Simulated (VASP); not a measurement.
# Sr in VASP: notebook

Runs on Sr. Level: PBEsol. Tasks: single point.

Program: VASP 6.6.1. These are calculated values, not measurements. Logs are shortened: lines on timing, memory, paths and dates and some standing lists are left out, and cuts for length are marked.

**1. The cell of the first run**

It takes space group Im-3m (No. 229, cubic). The conventional cell has a = 4.850 Å, b = 4.850 Å, c = 4.850 Å, α = 90.00°, β = 90.00°, γ = 90.00°. Within 5.5 Å of Sr (site symmetry m-3m) lie 14 Sr at 4.20 to 4.85 Å.

This isn't the form of Sr at room conditions, which is fcc.

**2. Single point, PBEsol**

Input file INCAR:

```
SYSTEM = Sr
PREC = Accurate ; ENCUT = 520
EDIFF = 1E-6 ; ISMEAR = 0
SIGMA = 0.1 ; LREAL = .False.
LASPH = .True. ; NELM = 100
ALGO = Normal ; ISIF = 2
LWAVE = .False. ; LCHARG = .False.
GGA = PS ; NBANDS = 11
```

Input file KPOINTS:

```
Automatic mesh
0
Gamma
  6 6 6
  0 0 0
```

Input file POSCAR:

```
Sr
1.0
   -2.4250000000      2.4250000000      2.4250000000
    2.4250000000     -2.4250000000      2.4250000000
    2.4250000000      2.4250000000     -2.4250000000
Sr
1
Direct
    0.0000000000      0.0000000000      0.0000000000
```

Potentials or basis: VASP PAW PBE potentials, release 64 (Sr_sv).

On the command line:

```
$ cat potpaw_PBE.64/Sr_sv/POTCAR > POTCAR
$ mpirun -np 1 vasp_std > vasp.out
```

OUTCAR:

```text
SYSTEM = Sr
   PREC = Accurate
   ENCUT = 520
   EDIFF = 1E-6
   ISMEAR = 0
   LREAL = .False.
   LASPH = .True.
   NELM = 100
   ISIF = 2
   GGA = PS

 ion  position               nearest neighbor table
   1  0.000  0.000  0.000-

  LATTYP: Found a body centered cubic cell.
 ALAT       =     4.8500000000

  Lattice vectors:

 A1 = (  -2.4250000000,   2.4250000000,   2.4250000000)
 A2 = (   2.4250000000,  -2.4250000000,   2.4250000000)
 A3 = (   2.4250000000,   2.4250000000,  -2.4250000000)

Analysis of symmetry for initial positions (statically):
=====================================================================
 Subroutine PRICEL returns:
 Original cell was already a primitive cell.

 Routine SETGRP: Setting up the symmetry group for a
 body centered cubic supercell.

 Subroutine GETGRP returns: Found 48 space group operations
 (whereof 48 operations were pure point group operations)
 out of a pool of 48 trial point group operations.

The static configuration has the point symmetry O_h .

Analysis of symmetry for dynamics (positions and initial velocities):
=====================================================================
 Subroutine PRICEL returns:
 Original cell was already a primitive cell.

 Routine SETGRP: Setting up the symmetry group for a
 body centered cubic supercell.

 Subroutine GETGRP returns: Found 48 space group operations
 (whereof 48 operations were pure point group operations)
 out of a pool of 48 trial point group operations.

The dynamic configuration has the point symmetry O_h .

 Subroutine INISYM returns: Found 48 space group operations
 (whereof 48 operations are pure point group operations),
 and found     1 'primitive' translations

----------------------------------------------------------------------------------------

                                     Primitive cell

  volume of cell :      57.0421

  direct lattice vectors                    reciprocal lattice vectors
    -2.425000000  2.425000000  2.425000000     0.000000000  0.206185567  0.206185567
     2.425000000 -2.425000000  2.425000000     0.206185567  0.000000000  0.206185567
     2.425000000  2.425000000 -2.425000000     0.206185567  0.206185567  0.000000000

  length of vectors
     4.200223208  4.200223208  4.200223208     0.291590425  0.291590425  0.291590425

  position of ions in fractional coordinates (direct lattice)
     0.000000000  0.000000000  0.000000000

  ion indices of the primitive-cell ions
   primitive index   ion index
                 1           1

----------------------------------------------------------------------------------------

 KPOINTS: Automatic mesh

Automatic generation of k-mesh.
 Grid dimensions read from file:
 generate k-points for:    6    6    6

 Generating k-lattice:

  Cartesian coordinates                     Fractional coordinates (reciprocal lattice)
     0.000000000  0.034364261  0.034364261     0.166666667  0.000000000  0.000000000
     0.034364261  0.000000000  0.034364261     0.000000000  0.166666667  0.000000000
     0.034364261  0.034364261  0.000000000     0.000000000  0.000000000  0.166666667

  Length of vectors
     0.048598404  0.048598404  0.048598404

  Shift w.r.t. Gamma in fractional coordinates (k-lattice)
     0.000000000  0.000000000  0.000000000

 Subroutine IBZKPT returns following result:
 ===========================================

 Found     16 irreducible k-points:

 Following reciprocal coordinates:
            Coordinates               Weight
  0.000000  0.000000  0.000000      1.000000
  0.166667  0.000000  0.000000     12.000000
  0.333333  0.000000  0.000000     12.000000
  0.500000  0.000000  0.000000      6.000000
  0.166667  0.166667  0.000000     24.000000
  0.333333  0.166667  0.000000     48.000000
[... 8 lines left out ...]
  0.500000  0.500000  0.333333     12.000000
  0.500000  0.500000  0.500000      1.000000
   k-points           NKPTS =     16   k-points in BZ     NKDIM =     16   number of bands    NBANDS=     11
   number of dos      NEDOS =    301   number of ions     NIONS =      1
   total plane-waves  NPLWV =  32768
   dimension x,y,z NGX =    32 NGY =   32 NGZ =   32
   dimension x,y,z NGXF=    64 NGYF=   64 NGZF=   64
   ions per type =               1
   NGX,Y,Z   is equivalent  to a cutoff of  12.67, 12.67, 12.67 a.u.
   NGXF,Y,Z  is equivalent  to a cutoff of  25.33, 25.33, 25.33 a.u.
 SYSTEM =  Sr
   PREC   = accura    normal or accurate (medium, high low for compatibility)
   ISTART =      0    job   : 0-new  1-cont  2-samecut
   ICHARG =      2    charge: 1-file 2-atom 10-const
   ISPIN  =      1    spin polarized calculation?
   LNONCOLLINEAR =      F non collinear calculations
   LSORBIT =      F    spin-orbit coupling
   LASPH  =      T    aspherical Exc in radial PAW
   ENCUT  =  520.0 eV  38.22 Ry    6.18 a.u.   7.81  7.81  7.81*2*pi/ulx,y,z
   NELM   =    100;   NELMIN=  2; NELMDL= -5     # of ELM steps
   EDIFF  = 0.1E-05   stopping-criterion for ELM
   LREAL  =      F    real-space projection
   EDIFFG = 0.1E-04   stopping-criterion for IOM
   NSW    =      0    number of steps for IOM
   IBRION =     -1    ionic relax: 0-MD 1-quasi-New 2-CG
   NFREE  =      0    steps in history (QN), initial steepest desc. (CG)
   ISIF   =      2    stress and relaxation
   ISYM   =      2    0-nonsym 1-usesym 2-fastsym
   POTIM  = 0.5000    time-step for ionic-motion
   TEBEG  =    0.0;   TEEND  =   0.0 temperature during run
   PSTRESS=    0.0 pullay stress
   NELECT =      10.0000    total number of electrons
   NUPDOWN=      -1.0000    fix difference up-down
   EMIN   =  10.00;   EMAX   =-10.00  energy-range for DOS
   EFERMI =   0.00;   METHOD = LEGACY
   ISMEAR =     0;   SIGMA  =   0.10  broadening in eV -4-tet -1-fermi 0-gaus
   EFERMI_NEDOS =   21; number of points for ismear=-14 and -15
   IALGO  =     38    algorithm
   IMIX   =      4    mixing-type and parameters
     AMIX     =   0.40;   BMIX     =  1.00
     AMIX_MAG =   1.60;   BMIX_MAG =  1.00
  volume/ion in A,a.u.               =      57.04       384.94
  Fermi-wavevector in a.u.,A,eV,Ry     =   0.916241  1.731445 11.422060  0.839498
  Thomas-Fermi vector in A             =   2.041074
   LORBIT       =      0    0 simple, 1 ext, 2 COOP (PROOUT), +10 PAW based schemes
   GGA     = PS    functional components
   LHFCALC =     F    Hartree Fock is set to
   AEXX    =    0.0000 exact exchange contribution
   IVDW    =     0    specifies the selected vdW correction
   LEPSILON=     F    determine dielectric tensor
   LRPA    =     F    only Hartree local field effects (RPA)
 non-spin polarized calculation
 Gauss-broadening in eV      SIGMA  =   0.10
  energy-cutoff  :      520.00
  volume of cell :       57.04
 maximum number of plane-waves:      1566
   NGX = 15   NGY = 15   NGZ = 15

 number of electron      10.0000000 magnetization

 Free energy of the ion-electron system (eV)
  ---------------------------------------------------
  ext. energy  EPLUGINS =         0.00000000
  ---------------------------------------------------
  free energy    TOTEN  =        -1.81079210 eV

  energy without entropy =       -1.80272846  energy(sigma->0) =       -1.80676028

 E-fermi :   1.4111     XC(G=0):  -7.3166

 val. band max:        1.4016979827   @ k =   0.5000   0.5000   0.3333
 cond. band min:       1.4761907146   @ k =   0.5000   0.5000   0.1667
 fundamental gap:      0.0744927319
 Fermi energy:         1.4111079353

 k-point     1 :       0.0000    0.0000    0.0000
  band No.  band energies     occupation
      1     -35.2298      2.00000
      2     -17.1353      2.00000
      3     -17.1353      2.00000
      4     -17.1353      2.00000
      5      -2.2186      2.00000
      6       3.6958      0.00000
      7       3.6958      0.00000
      8       3.6958      0.00000
      9       4.9887      0.00000
     10       4.9887      0.00000
     11       9.3306      0.00000

 k-point     2 :       0.1667    0.0000    0.0000
  band No.  band energies     occupation
      1     -35.2266      2.00000
      2     -17.1803      2.00000
      3     -17.1502      2.00000
      4     -17.1352      2.00000
      5      -1.7707      2.00000
      6       3.3168      0.00000
      7       3.3467      0.00000
      8       4.1313      0.00000
      9       4.6911      0.00000
     10       4.9880      0.00000
     11       9.5506      0.00000

 k-point     3 :       0.3333    0.0000    0.0000
  band No.  band energies     occupation
      1     -35.2201      2.00000
      2     -17.2683      2.00000
      3     -17.1798      2.00000
      4     -17.1351      2.00000
      5      -0.6070      2.00000
      6       2.2726      0.00000
      7       2.8060      0.00000
      8       4.8470      0.00000
      9       5.1776      0.00000
     10       5.3550      0.00000
     11       7.9223      0.00000

 k-point     4 :       0.5000    0.0000    0.0000
  band No.  band energies     occupation
      1     -35.2168      2.00000
      2     -17.3113      2.00000
      3     -17.1945      2.00000
      4     -17.1351      2.00000
      5       0.3858      2.00000
      6       1.5625      0.03233
      7       2.5836      0.00000
      8       4.7822      0.00000
      9       5.4519      0.00000
     10       6.6209      0.00000
     11       7.0798      0.00000

 k-point     5 :       0.1667    0.1667    0.0000
  band No.  band energies     occupation
      1     -35.2217      2.00000
      2     -17.2401      2.00000
      3     -17.1687      2.00000
      4     -17.1455      2.00000
      5      -0.9494      2.00000
      6       2.6352      0.00000
      7       2.8738      0.00000
      8       4.5558      0.00000
      9       4.9418      0.00000
     10       5.2979      0.00000
     11       8.3414      0.00000
[... 99 lines left out ...]
 k-point    13 :      -0.3333    0.5000    0.1667
  band No.  band energies     occupation
      1     -35.2131      2.00000
      2     -17.2774      2.00000
      3     -17.2384      2.00000
      4     -17.1809      2.00000
      5       0.9226      2.00000
      6       1.7365      0.00000
      7       2.5826      0.00000
      8       4.2951      0.00000
      9       4.8026      0.00000
     10       6.3711      0.00000
     11       6.7479      0.00000

 k-point    14 :      -0.3333    0.3333    0.3333
  band No.  band energies     occupation
      1     -35.2120      2.00000
      2     -17.2515      2.00000
      3     -17.2291      2.00000
      4     -17.2291      2.00000
      5       0.6440      2.00000
      6       1.8962      0.00000
      7       3.7719      0.00000
      8       3.7719      0.00000
      9       4.3207      0.00000
     10       5.4019      0.00000
     11       8.3886      0.00000

 k-point    15 :       0.5000    0.5000    0.3333
  band No.  band energies     occupation
      1     -35.2093      2.00000
      2     -17.2745      2.00000
      3     -17.2454      2.00000
      4     -17.2310      2.00000
      5       1.3418      1.67316
      6       1.4017      1.10587
      7       3.4980      0.00000
      8       3.9496      0.00000
      9       5.0692      0.00000
     10       6.3299      0.00000
     11       6.6845      0.00000

 k-point    16 :       0.5000    0.5000    0.5000
  band No.  band energies     occupation
      1     -35.2068      2.00000
      2     -17.2622      2.00000
      3     -17.2622      2.00000
      4     -17.2622      2.00000
      5       1.2919      1.90830
      6       1.2919      1.90830
      7       4.8420      0.00000
      8       4.8420      0.00000
      9       4.8420      0.00000
     10       6.2403      0.00000
     11       6.2403      0.00000

------------------------ aborting loop because EDIFF is reached ----------------------------------------

  FORCE on cell =-STRESS in cart. coord.  units (eV):
  Direction    XX          YY          ZZ          XY          YZ          ZX
  --------------------------------------------------------------------------------------
  -------------------------------------------------------------------------------------
  Total       -0.4418763     -0.4418763     -0.4418763      0.0000000      0.0000000     -0.0000000
  in kB      -12.4112666    -12.4112666    -12.4112666      0.0000000      0.0000000     -0.0000000
  external PRESSURE =     -12.4112666 kB  Pullay stress =       0.0000000 kB

 VOLUME and BASIS-vectors are now :
 -----------------------------------------------------------------------------
  energy-cutoff  :      520.00
  volume of cell :       57.04
      direct lattice vectors                 reciprocal lattice vectors
    -2.425000000  2.425000000  2.425000000     0.000000000  0.206185567  0.206185567
     2.425000000 -2.425000000  2.425000000     0.206185567  0.000000000  0.206185567
     2.425000000  2.425000000 -2.425000000     0.206185567  0.206185567  0.000000000

 POSITION                                       TOTAL-FORCE (eV/Angst)
 -----------------------------------------------------------------------------------
      0.00000      0.00000      0.00000        -0.000000      0.000000     -0.000000
 -----------------------------------------------------------------------------------
    total drift:                                0.000000      0.000000     -0.000000

  FREE ENERGIE OF THE ION-ELECTRON SYSTEM (eV)
  ---------------------------------------------------
  free  energy   TOTEN  =        -1.8107920958 eV

  energy  without entropy=       -1.8027284608  energy(sigma->0) =       -1.80676028
```

Wall time 3.6 s (1 thread of Intel Xeon 6975P-C (Granite Rapids), shared host); peak memory 0.17 GiB.

Results:

| Property | Result |
| --- | --- |
| Free energy | -1.8108 eV |
| Pressure | -1.2 GPa |
| Band gap on the k mesh | zero (bands 5 and 6 overlap by 0.28 eV) |

Caveat: the PAW data sets were made with another functional, which shifts forces and pressure a little.

(Continued in part 2 of 2.)
